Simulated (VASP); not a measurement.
# HfN (P6_3/mmc) in VASP: further runs

The runs below take HfN through single point, with PBEsol.

Everything below comes from runs of VASP 6.6.1. Logs are shortened: lines on timing, memory, paths and dates and some standing lists are left out, and cuts for length are marked.

## (1) The cell of the first run

It takes space group P6_3/mmc (No. 194, hexagonal). The conventional cell has a = 3.134 Å, b = 3.134 Å, c = 5.417 Å, α = 90.00°, β = 90.00°, γ = 120.00°. Within 3.0 Å of Hf (site symmetry -6m2) lie 6 N at 2.26 Å. N (site symmetry -3m) has 6 Hf at 2.26 Å and 2 N at 2.71 Å within 3.0 Å.

## (2) Single point, PBEsol

INCAR reads:

```
SYSTEM = HfN
ALGO     = Normal         ! electronic algorithm
EDIFF    = 1E-6           ! SCF threshold, eV
ENCUT    = 520            ! plane-wave cutoff, eV
GGA      = PS             ! functional
ISIF     = 2              ! what is computed and relaxed
ISMEAR   = 1              ! smearing method
LASPH    = .TRUE.         ! aspherical terms in the spheres
LCHARG   = .FALSE.        ! write CHGCAR
LREAL    = .FALSE.        ! projectors in reciprocal space
LWAVE    = .FALSE.        ! write WAVECAR
NBANDS   = 23             ! bands
NELM     = 100            ! most SCF steps
PREC     = Accurate       ! precision mode
SIGMA    = 0.05           ! smearing width, eV
```

KPOINTS reads:

```
k-points
0
G
  8 8 4
  0 0 0
```

POSCAR reads:

```
HfN
1.0
    3.1339080000      0.0000000000      0.0000000000
   -1.5669540000      2.7140439411      0.0000000000
    0.0000000000      0.0000000000      5.4167680000
Hf N
2 2
Direct
    0.6666666667      0.3333333333      0.7500000000
    0.3333333333      0.6666666667      0.2500000000
    0.0000000000      0.0000000000      0.0000000000
    0.0000000000      0.0000000000      0.5000000000
```

Potentials or basis: VASP PAW PBE potentials, release 64 (Hf_pv, N).

Command:

```console
$ cat potpaw_PBE.64/Hf_pv/POTCAR potpaw_PBE.64/N/POTCAR > POTCAR
$ mpirun -np 1 vasp_std > vasp.out
```

OUTCAR:

```text
SYSTEM = HfN
   EDIFF = 1E-6
   ENCUT = 520
   GGA = PS
   ISIF = 2
   ISMEAR = 1
   LASPH = .TRUE.
   LREAL = .FALSE.
   NELM = 100
   PREC = Accurate

 ion  position               nearest neighbor table
   1  0.667  0.333  0.750-   3 2.26   4 2.26   3 2.26   4 2.26   3 2.26   4 2.26   2 3.26   2 3.26
                             2 3.26   2 3.26   2 3.26   2 3.26
   2  0.333  0.667  0.250-   3 2.26   4 2.26   3 2.26   4 2.26   3 2.26   4 2.26   1 3.26   1 3.26
                             1 3.26   1 3.26   1 3.26   1 3.26
   3  0.000  0.000  0.000-   1 2.26   2 2.26   2 2.26   1 2.26   1 2.26   2 2.26
   4  0.000  0.000  0.500-   1 2.26   2 2.26   2 2.26   1 2.26   1 2.26   2 2.26

  LATTYP: Found a hexagonal cell.
 ALAT       =     3.1339080000
 C/A-ratio  =     1.7284387417

  Lattice vectors:

 A1 = (   3.1339080000,   0.0000000000,   0.0000000000)
 A2 = (  -1.5669540000,   2.7140439411,   0.0000000000)
 A3 = (   0.0000000000,   0.0000000000,   5.4167680000)

Analysis of symmetry for initial positions (statically):
=====================================================================
 Subroutine PRICEL returns:
 Original cell was already a primitive cell.

 Routine SETGRP: Setting up the symmetry group for a
 hexagonal supercell.

 Subroutine GETGRP returns: Found 24 space group operations
 (whereof 12 operations were pure point group operations)
 out of a pool of 24 trial point group operations.

The static configuration has the point symmetry D_3d.
 The point group associated with its full space group is D_6h.

Analysis of symmetry for dynamics (positions and initial velocities):
=====================================================================
 Subroutine PRICEL returns:
 Original cell was already a primitive cell.

 Routine SETGRP: Setting up the symmetry group for a
 hexagonal supercell.

 Subroutine GETGRP returns: Found 24 space group operations
 (whereof 12 operations were pure point group operations)
 out of a pool of 24 trial point group operations.

The dynamic configuration has the point symmetry D_3d.
 The point group associated with its full space group is D_6h.

 Subroutine INISYM returns: Found 24 space group operations
 (whereof 12 operations are pure point group operations),
 and found     1 'primitive' translations

----------------------------------------------------------------------------------------

                                     Primitive cell

  volume of cell :      46.0727

  direct lattice vectors                    reciprocal lattice vectors
     3.133908000  0.000000000  0.000000000     0.319090414  0.184226936  0.000000000
    -1.566954000  2.714043941  0.000000000     0.000000000  0.368453872  0.000000000
     0.000000000  0.000000000  5.416768000     0.000000000  0.000000000  0.184611931

  length of vectors
     3.133908000  3.133908000  5.416768000     0.368453872  0.368453872  0.184611931

  position of ions in fractional coordinates (direct lattice)
     0.666666667  0.333333333  0.750000000
     0.333333333  0.666666667  0.250000000
     0.000000000  0.000000000  0.000000000
     0.000000000  0.000000000  0.500000000

  ion indices of the primitive-cell ions
   primitive index   ion index
                 1           1
                 2           2
                 3           3
                 4           4

----------------------------------------------------------------------------------------

 KPOINTS: k-points

Automatic generation of k-mesh.
 Grid dimensions read from file:
 generate k-points for:    8    8    4

 Generating k-lattice:

  Cartesian coordinates                     Fractional coordinates (reciprocal lattice)
     0.039886302  0.023028367  0.000000000     0.125000000  0.000000000  0.000000000
     0.000000000  0.046056734  0.000000000     0.000000000  0.125000000  0.000000000
     0.000000000  0.000000000  0.046152983     0.000000000  0.000000000  0.250000000

  Length of vectors
     0.046056734  0.046056734  0.046152983

  Shift w.r.t. Gamma in fractional coordinates (k-lattice)
     0.000000000  0.000000000  0.000000000

 Subroutine IBZKPT returns following result:
 ===========================================

 Found     30 irreducible k-points:

 Following reciprocal coordinates:
            Coordinates               Weight
  0.000000  0.000000  0.000000      1.000000
  0.125000  0.000000  0.000000      6.000000
  0.250000  0.000000  0.000000      6.000000
  0.375000 -0.000000  0.000000      6.000000
  0.500000  0.000000  0.000000      3.000000
  0.125000  0.125000  0.000000      6.000000
[... 16 lines left out ...]
  0.250000  0.000000  0.500000      6.000000
  0.375000 -0.000000  0.500000      6.000000
 [... further k-points ...]
   k-points           NKPTS =     30   k-points in BZ     NKDIM =     30   number of bands    NBANDS=     23
   number of dos      NEDOS =    301   number of ions     NIONS =      4
   total plane-waves  NPLWV =  23040
   dimension x,y,z NGX =    24 NGY =   24 NGZ =   40
   dimension x,y,z NGXF=    48 NGYF=   48 NGZF=   80
   ions per type =               2   2
   NGX,Y,Z   is equivalent  to a cutoff of  12.73, 12.73, 12.28 a.u.
   NGXF,Y,Z  is equivalent  to a cutoff of  25.46, 25.46, 24.55 a.u.
 SYSTEM =  HfN
   PREC   = accura    normal or accurate (medium, high low for compatibility)
   ISTART =      0    job   : 0-new  1-cont  2-samecut
   ICHARG =      2    charge: 1-file 2-atom 10-const
   ISPIN  =      1    spin polarized calculation?
   LNONCOLLINEAR =      F non collinear calculations
   LSORBIT =      F    spin-orbit coupling
   LASPH  =      T    aspherical Exc in radial PAW
   ENCUT  =  520.0 eV  38.22 Ry    6.18 a.u.   5.83  5.83 10.07*2*pi/ulx,y,z
   NELM   =    100;   NELMIN=  2; NELMDL= -5     # of ELM steps
   EDIFF  = 0.1E-05   stopping-criterion for ELM
   LREAL  =      F    real-space projection
   EDIFFG = 0.1E-04   stopping-criterion for IOM
   NSW    =      0    number of steps for IOM
   IBRION =     -1    ionic relax: 0-MD 1-quasi-New 2-CG
   NFREE  =      0    steps in history (QN), initial steepest desc. (CG)
   ISIF   =      2    stress and relaxation
   ISYM   =      2    0-nonsym 1-usesym 2-fastsym
   POTIM  = 0.5000    time-step for ionic-motion
   TEBEG  =    0.0;   TEEND  =   0.0 temperature during run
   PSTRESS=    0.0 pullay stress
   NELECT =      30.0000    total number of electrons
   NUPDOWN=      -1.0000    fix difference up-down
   EMIN   =  10.00;   EMAX   =-10.00  energy-range for DOS
   EFERMI =   0.00;   METHOD = LEGACY
   ISMEAR =     1;   SIGMA  =   0.05  broadening in eV -4-tet -1-fermi 0-gaus
   EFERMI_NEDOS =   21; number of points for ismear=-14 and -15
   IALGO  =     38    algorithm
   IMIX   =      4    mixing-type and parameters
     AMIX     =   0.40;   BMIX     =  1.00
     AMIX_MAG =   1.60;   BMIX_MAG =  1.00
  volume/ion in A,a.u.               =      11.52        77.73
  Fermi-wavevector in a.u.,A,eV,Ry     =   1.418951  2.681429 27.394277  2.013423
  Thomas-Fermi vector in A             =   2.540023
   LORBIT       =      0    0 simple, 1 ext, 2 COOP (PROOUT), +10 PAW based schemes
   GGA     = PS    functional components
   LHFCALC =     F    Hartree Fock is set to
   AEXX    =    0.0000 exact exchange contribution
   IVDW    =     0    specifies the selected vdW correction
   LEPSILON=     F    determine dielectric tensor
   LRPA    =     F    only Hartree local field effects (RPA)
 non-spin polarized calculation
 Methfessel and Paxton  Order N= 1 SIGMA  =   0.05
  energy-cutoff  :      520.00
  volume of cell :       46.07
 maximum number of plane-waves:      1275
 NGX is ok and might be reduce to    24
   NGX = 11   NGY = 11   NGZ = 21

 number of electron      30.0000001 magnetization

 Free energy of the ion-electron system (eV)
  ---------------------------------------------------
  ext. energy  EPLUGINS =         0.00000000
  ---------------------------------------------------
  free energy    TOTEN  =       -45.82494858 eV

  energy without entropy =      -45.82349153  energy(sigma->0) =      -45.82446290

 E-fermi :   7.5846     XC(G=0): -12.9046

 val. band max:        7.5628764111   @ k =   0.3750   0.1250   0.5000
 cond. band min:       7.5944798443   @ k =   0.1250   0.0000   0.0000
 fundamental gap:      0.0316034331
 Fermi energy:         7.5846109662

 k-point     1 :       0.0000    0.0000    0.0000
  band No.  band energies     occupation
      1     -23.8869      2.00000
      2     -23.0164      2.00000
      3     -22.9181      2.00000
      4     -22.9181      2.00000
      5     -22.8565      2.00000
      6     -22.8565      2.00000
[... 15 lines left out ...]
     22      13.3994      0.00000
     23      13.3994      0.00000

 k-point     2 :       0.1250    0.0000    0.0000
  band No.  band energies     occupation
      1     -23.8314      2.00000
      2     -23.0518      2.00000
      3     -23.0218      2.00000
      4     -22.9823      2.00000
      5     -22.9584      2.00000
      6     -22.8701      2.00000
[... 15 lines left out ...]
     22      12.8572      0.00000
     23      13.3471      0.00000

 k-point     3 :       0.2500    0.0000    0.0000
  band No.  band energies     occupation
      1     -23.6851      2.00000
      2     -23.3773      2.00000
      3     -23.2563      2.00000
      4     -23.0453      2.00000
      5     -23.0446      2.00000
      6     -22.9127      2.00000
[... 15 lines left out ...]
     22      12.9050      0.00000
     23      13.1336      0.00000
[... 495 lines left out ...]
 k-point    23 :       0.2500    0.0000    0.5000
  band No.  band energies     occupation
      1     -23.5137      2.00000
      2     -23.5137      2.00000
      3     -23.1732      2.00000
      4     -23.1732      2.00000
      5     -22.9791      2.00000
      6     -22.9791      2.00000
[... 15 lines left out ...]
     22      12.8801      0.00000
     23      14.1207      0.00000

 k-point    24 :       0.3750   -0.0000    0.5000
  band No.  band energies     occupation
      1     -23.6996      2.00000
      2     -23.6996      2.00000
      3     -23.1994      2.00000
      4     -23.1994      2.00000
      5     -23.0429      2.00000
      6     -23.0429      2.00000
[... 15 lines left out ...]
     22      13.2377      0.00000
     23      14.9900      0.00000

 [... further k-points ...]
[... 5 lines left out ...]
  --------------------------------------------------------------------------------------
  -------------------------------------------------------------------------------------
  Total       -1.1243663     -1.1243663     -1.2715143      0.0000000     -0.0000000      0.0000000
  in kB      -39.0998456    -39.0998456    -44.2169191      0.0000000     -0.0000000      0.0000000
  external PRESSURE =     -40.8055368 kB  Pullay stress =       0.0000000 kB

 VOLUME and BASIS-vectors are now :
 -----------------------------------------------------------------------------
  energy-cutoff  :      520.00
  volume of cell :       46.07
      direct lattice vectors                 reciprocal lattice vectors
     3.133908000  0.000000000  0.000000000     0.319090414  0.184226936  0.000000000
    -1.566954000  2.714043941  0.000000000     0.000000000  0.368453872  0.000000000
     0.000000000  0.000000000  5.416768000     0.000000000  0.000000000  0.184611931

 POSITION                                       TOTAL-FORCE (eV/Angst)
 -----------------------------------------------------------------------------------
      1.56695      0.90468      4.06258        -0.000000     -0.000000      0.000000
     -0.00000      1.80936      1.35419         0.000000     -0.000000      0.000000
      0.00000      0.00000      0.00000        -0.000000      0.000000      0.000000
      0.00000      0.00000      2.70838        -0.000000      0.000000      0.000000
 -----------------------------------------------------------------------------------
    total drift:                               -0.000000      0.000000     -0.000000

  FREE ENERGIE OF THE ION-ELECTRON SYSTEM (eV)
  ---------------------------------------------------
  free  energy   TOTEN  =       -45.8249485822 eV

  energy  without entropy=      -45.8234915295  energy(sigma->0) =      -45.82446290
```

Wall time 24 s (1 thread of Intel Xeon 6975P-C, shared host); peak memory 0.17 GiB.

Results:

```yaml
Free_energy: -45.8249 eV
Pressure: -4.1 GPa
Band_gap_on_the_k_mesh: zero (band 15 reaches 9.62 eV, above the bottom of band 16 at 7.31 eV)
```

Caveat: the PAW data sets were made with another functional, which shifts forces and pressure a little; spin-orbit coupling is left out, which moves the levels of the heavy elements.

[end of part 1 of 2]
